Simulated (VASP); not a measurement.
# SnSe in VASP: single point with PBE+D3(BJ)

Aim: the single point of SnSe with PBE+D3(BJ).

Everything below comes from runs of VASP 6.6.1. Logs are shortened: lines on timing, memory, paths and dates and some standing lists are left out, and cuts for length are marked.

## (1) The cell of the first run

The typed cell holds 8 atoms: a = 4.222 Å, b = 4.222 Å, c = 11.945 Å, α = 90.00°, β = 90.00°, γ = 90.00°.

## (2) Single point, PBE+D3(BJ)

Input file INCAR:

```
SYSTEM = SnSe
ALGO = Normal ; EDIFF = 1E-6
ENCUT = 500 ; GGA = PE
GGA_COMPAT = .False. ; ISIF = 2
ISMEAR = 0 ; IVDW = 12
LASPH = .True. ; LCHARG = .False.
LREAL = .False. ; LWAVE = .False.
NBANDS = 50 ; NELM = 120
PREC = Accurate ; SIGMA = 0.03
```

Input file KPOINTS:

```
k-points
0
Gamma
  8 8 3
  0 0 0
```

Input file POSCAR:

```
SnSe
1.0
   -4.2224378122      0.0000000000      0.0000000000
    0.0000000000     -4.2224378122      0.0000000000
    0.0000000000      0.0000000000     11.9446532111
Sn Se
4 4
Direct
    0.5000000000      0.0000000000      0.1250036457
    0.5000000000      0.0000000000      0.6250036457
    0.0000000000      0.5000000000      0.3749963543
    0.0000000000      0.5000000000      0.8749963543
    0.5000000000      0.0000000000      0.3749966695
    0.5000000000      0.0000000000      0.8749966695
    1.0000000000      0.5000000000      0.1250033305
    1.0000000000      0.5000000000      0.6250033305
```

Potentials or basis: VASP PAW PBE potentials, release 64 (Sn_d, Se).

Run with:

```console
$ cat potpaw_PBE.64/Sn_d/POTCAR potpaw_PBE.64/Se/POTCAR > POTCAR
$ mpirun -np 1 vasp_std > vasp.out
```

OUTCAR:

```text
SYSTEM = SnSe
   EDIFF = 1E-6
   ENCUT = 500
   GGA = PE
   ISIF = 2
   ISMEAR = 0
   IVDW = 12
   LASPH = .True.
   LREAL = .False.
   NELM = 120
   PREC = Accurate
 IVDW          = 12

 ion  position               nearest neighbor table
   1  0.500  0.000  0.125-   7 2.99   7 2.99   7 2.99   7 2.99   5 2.99   6 2.99
   2  0.500  0.000  0.625-   8 2.99   8 2.99   8 2.99   8 2.99   6 2.99   5 2.99
   3  0.000  0.500  0.375-   5 2.99   5 2.99   5 2.99   5 2.99   7 2.99   8 2.99
   4  0.000  0.500  0.875-   6 2.99   6 2.99   6 2.99   6 2.99   8 2.99   7 2.99
   5  0.500  0.000  0.375-   3 2.99   3 2.99   3 2.99   3 2.99   1 2.99   2 2.99
   6  0.500  0.000  0.875-   4 2.99   4 2.99   4 2.99   4 2.99   2 2.99   1 2.99
   7  0.000  0.500  0.125-   1 2.99   1 2.99   1 2.99   1 2.99   3 2.99   4 2.99
   8  0.000  0.500  0.625-   2 2.99   2 2.99   2 2.99   2 2.99   4 2.99   3 2.99

  LATTYP: Found a simple tetragonal cell.
 ALAT       =     4.2224378122
 C/A-ratio  =     2.8288523697

  Lattice vectors:

 A1 = (  -4.2224378122,   0.0000000000,   0.0000000000)
 A2 = (   0.0000000000,  -4.2224378122,   0.0000000000)
 A3 = (   0.0000000000,   0.0000000000,  11.9446532111)

Analysis of symmetry for initial positions (statically):
=====================================================================
 Subroutine PRICEL returns following result:

  LATTYP: Found a simple tetragonal cell.
 ALAT       =     4.2224378122
 C/A-ratio  =     1.4144261849

  Lattice vectors:

 A1 = (  -4.2224378122,   0.0000000000,   0.0000000000)
 A2 = (   0.0000000000,  -4.2224378122,   0.0000000000)
 A3 = (   0.0000000000,   0.0000000000,   5.9723266056)

   2 primitive cells build up your supercell.

 Routine SETGRP: Setting up the symmetry group for a
 simple tetragonal supercell.

 Subroutine GETGRP returns: Found 16 space group operations
 (whereof  8 operations were pure point group operations)
 out of a pool of 16 trial point group operations.

The static configuration has the point symmetry D_2d.
 The point group associated with its full space group is D_4h.

Analysis of symmetry for dynamics (positions and initial velocities):
=====================================================================
 Subroutine PRICEL returns following result:

  LATTYP: Found a simple tetragonal cell.
 ALAT       =     4.2224378122
 C/A-ratio  =     1.4144261849

  Lattice vectors:

 A1 = (  -4.2224378122,   0.0000000000,   0.0000000000)
 A2 = (   0.0000000000,  -4.2224378122,   0.0000000000)
 A3 = (   0.0000000000,   0.0000000000,   5.9723266056)

   2 primitive cells build up your supercell.

 Routine SETGRP: Setting up the symmetry group for a
 simple tetragonal supercell.

 Subroutine GETGRP returns: Found 16 space group operations
 (whereof  8 operations were pure point group operations)
 out of a pool of 16 trial point group operations.

The dynamic configuration has the point symmetry D_2d.
 The point group associated with its full space group is D_4h.

 Subroutine INISYM returns: Found 16 space group operations
 (whereof  8 operations are pure point group operations),
 and found     2 'primitive' translations

----------------------------------------------------------------------------------------

                                     Primitive cell

  volume of cell :     106.4805

  direct lattice vectors                    reciprocal lattice vectors
    -4.222437812  0.000000000  0.000000000    -0.236830013  0.000000000  0.000000000
     0.000000000 -4.222437812  0.000000000     0.000000000 -0.236830013  0.000000000
     0.000000000  0.000000000  5.972326606     0.000000000  0.000000000  0.167438934

  length of vectors
     4.222437812  4.222437812  5.972326606     0.236830013  0.236830013  0.167438934

  position of ions in fractional coordinates (direct lattice)
     0.500000000  0.000000000  0.250007291
     0.000000000  0.500000000  0.749992709
     0.500000000  0.000000000  0.749993339
     0.000000000  0.500000000  0.250006661

  ion indices of the primitive-cell ions
   primitive index   ion index
                 1           1
                 2           3
                 3           5
                 4           7

----------------------------------------------------------------------------------------

 KPOINTS: k-points

Automatic generation of k-mesh.
 Grid dimensions read from file:
 generate k-points for:    8    8    3

 Generating k-lattice:

  Cartesian coordinates                     Fractional coordinates (reciprocal lattice)
    -0.029603752  0.000000000  0.000000000     0.125000000  0.000000000  0.000000000
     0.000000000 -0.029603752  0.000000000     0.000000000  0.125000000  0.000000000
     0.000000000  0.000000000  0.027906489     0.000000000  0.000000000  0.333333333

  Length of vectors
     0.029603752  0.029603752  0.027906489

  Shift w.r.t. Gamma in fractional coordinates (k-lattice)
     0.000000000  0.000000000  0.000000000

 Subroutine IBZKPT returns following result:
 ===========================================

 Found     30 irreducible k-points:

 Following reciprocal coordinates:
            Coordinates               Weight
  0.000000  0.000000  0.000000      1.000000
  0.125000  0.000000  0.000000      4.000000
  0.250000  0.000000  0.000000      4.000000
  0.375000  0.000000  0.000000      4.000000
  0.500000  0.000000  0.000000      2.000000
  0.125000  0.125000  0.000000      4.000000
[... 16 lines left out ...]
  0.375000  0.125000  0.333333     16.000000
  0.500000  0.125000  0.333333      8.000000
 [... further k-points ...]
   k-points           NKPTS =     30   k-points in BZ     NKDIM =     30   number of bands    NBANDS=     50
   number of dos      NEDOS =    301   number of ions     NIONS =      8
   total plane-waves  NPLWV =  92160
   dimension x,y,z NGX =    32 NGY =   32 NGZ =   90
   dimension x,y,z NGXF=    64 NGYF=   64 NGZF=  180
   ions per type =               4   4
   NGX,Y,Z   is equivalent  to a cutoff of  12.60, 12.60, 12.53 a.u.
   NGXF,Y,Z  is equivalent  to a cutoff of  25.20, 25.20, 25.05 a.u.
 SYSTEM =  SnSe
   PREC   = accura    normal or accurate (medium, high low for compatibility)
   ISTART =      0    job   : 0-new  1-cont  2-samecut
   ICHARG =      2    charge: 1-file 2-atom 10-const
   ISPIN  =      1    spin polarized calculation?
   LNONCOLLINEAR =      F non collinear calculations
   LSORBIT =      F    spin-orbit coupling
   LASPH  =      T    aspherical Exc in radial PAW
   ENCUT  =  500.0 eV  36.75 Ry    6.06 a.u.   7.70  7.70 21.78*2*pi/ulx,y,z
   NELM   =    120;   NELMIN=  2; NELMDL= -5     # of ELM steps
   EDIFF  = 0.1E-05   stopping-criterion for ELM
   LREAL  =      F    real-space projection
   EDIFFG = 0.1E-04   stopping-criterion for IOM
   NSW    =      0    number of steps for IOM
   IBRION =     -1    ionic relax: 0-MD 1-quasi-New 2-CG
   NFREE  =      0    steps in history (QN), initial steepest desc. (CG)
   ISIF   =      2    stress and relaxation
   ISYM   =      2    0-nonsym 1-usesym 2-fastsym
   POTIM  = 0.5000    time-step for ionic-motion
   TEBEG  =    0.0;   TEEND  =   0.0 temperature during run
   PSTRESS=    0.0 pullay stress
   NELECT =      80.0000    total number of electrons
   NUPDOWN=      -1.0000    fix difference up-down
   EMIN   =  10.00;   EMAX   =-10.00  energy-range for DOS
   EFERMI =   0.00;   METHOD = LEGACY
   ISMEAR =     0;   SIGMA  =   0.03  broadening in eV -4-tet -1-fermi 0-gaus
   EFERMI_NEDOS =   21; number of points for ismear=-14 and -15
   IALGO  =     38    algorithm
   IMIX   =      4    mixing-type and parameters
     AMIX     =   0.40;   BMIX     =  1.00
     AMIX_MAG =   1.60;   BMIX_MAG =  1.00
  volume/ion in A,a.u.               =      26.62       179.64
  Fermi-wavevector in a.u.,A,eV,Ry     =   1.181240  2.232220 18.984588  1.395328
  Thomas-Fermi vector in A             =   2.317517
   LORBIT       =      0    0 simple, 1 ext, 2 COOP (PROOUT), +10 PAW based schemes
   GGA     = PE    functional components
   LHFCALC =     F    Hartree Fock is set to
   AEXX    =    0.0000 exact exchange contribution
   IVDW    =    12    specifies the selected vdW correction
   LEPSILON=     F    determine dielectric tensor
   LRPA    =     F    only Hartree local field effects (RPA)
 non-spin polarized calculation
 Gauss-broadening in eV      SIGMA  =   0.03
  energy-cutoff  :      500.00
  volume of cell :      212.96
 maximum number of plane-waves:      5435
 NGX is ok and might be reduce to    32
   NGX = 15   NGY = 15   NGZ = 43

 number of electron      79.9999981 magnetization

 Free energy of the ion-electron system (eV)
  ---------------------------------------------------
  ext. energy  EPLUGINS =         0.00000000
  ---------------------------------------------------
  free energy    TOTEN  =       -32.80239517 eV

  energy without entropy =      -32.80239517  energy(sigma->0) =      -32.80239517

 E-fermi :   5.9867     XC(G=0):  -9.7084

 val. band max:        5.8442381508   @ k =   0.5000   0.0000   0.3333
 cond. band min:       6.2409341270   @ k =   0.5000   0.0000   0.3333
 fundamental gap:      0.3966959762
 Fermi energy:         5.9867048780

 k-point     1 :       0.0000    0.0000    0.0000
  band No.  band energies     occupation
      1     -15.7707      2.00000
      2     -15.7518      2.00000
      3     -15.7518      2.00000
      4     -15.7463      2.00000
      5     -15.7427      2.00000
      6     -15.7427      2.00000
[... 42 lines left out ...]
     49      10.4117      0.00000
     50      10.4119      0.00000

 k-point     2 :       0.1250    0.0000    0.0000
  band No.  band energies     occupation
      1     -15.7683      2.00000
      2     -15.7508      2.00000
      3     -15.7508      2.00000
      4     -15.7444      2.00000
      5     -15.7411      2.00000
      6     -15.7411      2.00000
[... 42 lines left out ...]
     49       9.7759      0.00000
     50      10.0980      0.00000

 k-point     3 :       0.2500    0.0000    0.0000
  band No.  band energies     occupation
      1     -15.7623      2.00000
      2     -15.7491      2.00000
      3     -15.7491      2.00000
      4     -15.7416      2.00000
      5     -15.7416      2.00000
      6     -15.7410      2.00000
[... 42 lines left out ...]
     49       9.1457      0.00000
     50       9.5398      0.00000

 k-point     4 :       0.3750    0.0000    0.0000
  band No.  band energies     occupation
      1     -15.7553      2.00000
      2     -15.7480      2.00000
      3     -15.7480      2.00000
      4     -15.7456      2.00000
      5     -15.7456      2.00000
      6     -15.7442      2.00000
[... 999 lines left out ...]
 k-point    23 :       0.3750    0.1250    0.3333
  band No.  band energies     occupation
      1     -15.7551      2.00000
      2     -15.7517      2.00000
      3     -15.7491      2.00000
      4     -15.7481      2.00000
      5     -15.7436      2.00000
      6     -15.7432      2.00000
[... 42 lines left out ...]
     49       9.3704      0.00000
     50       9.4484      0.00000

 k-point    24 :       0.5000    0.1250    0.3333
  band No.  band energies     occupation
      1     -15.7521      2.00000
      2     -15.7521      2.00000
      3     -15.7504      2.00000
      4     -15.7504      2.00000
      5     -15.7440      2.00000
      6     -15.7440      2.00000
[... 42 lines left out ...]
     49       8.8593      0.00000
     50       8.8593      0.00000

 [... further k-points ...]

------------------------ aborting loop because EDIFF is reached ----------------------------------------

 Edisp (eV)   -2.89750

 E8    (eV) :    -1.3058

  FORCE on cell =-STRESS in cart. coord.  units (eV):
  Direction    XX          YY          ZZ          XY          YZ          ZX
  --------------------------------------------------------------------------------------
  -------------------------------------------------------------------------------------
  Total       0.12931     0.12931     0.13824     0.00000     0.00000     0.00000
  in kB       0.97282     0.97282     1.04005     0.00000     0.00000     0.00000
  external pressure =        1.00 kB  Pullay stress =        0.00 kB

 VOLUME and BASIS-vectors are now :
 -----------------------------------------------------------------------------
  energy-cutoff  :      500.00
  volume of cell :      212.96
      direct lattice vectors                 reciprocal lattice vectors
    -4.222437812  0.000000000  0.000000000    -0.236830013  0.000000000  0.000000000
     0.000000000 -4.222437812  0.000000000     0.000000000 -0.236830013  0.000000000
     0.000000000  0.000000000 11.944653211     0.000000000  0.000000000  0.083719467

 POSITION                                       TOTAL-FORCE (eV/Angst)
 -----------------------------------------------------------------------------------
     -2.11122      0.00000      1.49313        -0.000000      0.000000     -0.000058
     -2.11122      0.00000      7.46545         0.000000      0.000000     -0.000058
      0.00000     -2.11122      4.47920        -0.000000     -0.000000      0.000058
      0.00000     -2.11122     10.45153         0.000000     -0.000000      0.000058
     -2.11122      0.00000      4.47921        -0.000000     -0.000000      0.000072
     -2.11122      0.00000     10.45153        -0.000000     -0.000000      0.000072
      0.00000     -2.11122      1.49312        -0.000000     -0.000000     -0.000072
      0.00000     -2.11122      7.46545        -0.000000     -0.000000     -0.000072
 -----------------------------------------------------------------------------------
    total drift:                               -0.000000     -0.000000      0.000000

  FREE ENERGIE OF THE ION-ELECTRON SYSTEM (eV)
  ---------------------------------------------------
  free  energy   TOTEN  =       -35.6998959211 eV

  energy  without entropy=      -35.6998959211  energy(sigma->0) =      -35.69989592
```

Run time: 2.4 min. Hardware: 1 thread of AMD EPYC 9R45 (Zen 5), shared host; peak memory 0.39 GiB.

What came out:

```
Free energy                : -35.6999 eV
Pressure                   : 0.1 GPa
Dispersion energy per atom : -0.362 eV
```

Levels at points of the mesh, in eV from the Fermi level:
```csv
k point,band 38,band 39,band 40,band 41,band 42,band 43
"(0.00, 0.00, 0.00)",-2.38,-1.84,-1.84,2.05,2.05,2.82
"(0.50, 0.00, 0.00)",-0.72,-0.15,-0.15,0.54,0.54,1.11
"(0.50, 0.50, 0.00)",-3.88,-0.93,-0.93,1.38,1.38,2.82
```

Caveat: this odd mesh misses L, so gap, dielectric constants and Born charges aren't listed; spin-orbit coupling is left out, which moves the levels of the heavy elements.
